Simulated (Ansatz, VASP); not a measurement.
# Pb in VASP and in Ansatz

```
Pb
1.0
     0.00000    2.49464    2.49464
     2.49464    0.00000    2.49464
     2.49464    2.49464    0.00000
Pb
1
Direct
  0.00000 0.00000 0.00000
```

Alike in both runs: task single point; functional r2SCAN; k mesh 2 × 2 × 2; occupations fermi-dirac, width 0.1 eV; no spin polarisation.

|  | VASP | Ansatz |
| --- | --- | --- |
| version | VASP 6.6.1 | Ansatz 0.2.0 |
| potentials or method | VASP PAW PBE potentials, release 64 (Pb_d), cutoff 520 eV | plane waves (500 eV) with PAW, scalar-relativistic |
| valence electrons in the cell | 14 | 14 |

|  | VASP | Ansatz | Ansatz less VASP |
| --- | --- | --- | --- |
| pressure (GPa) | -8.8 | -8.8 | +0.03 |

VASP's potentials were made for PBE, not for r2SCAN.

The k mesh is coarse, so the values compare programs but aren't converged. Spin-orbit coupling is off throughout.
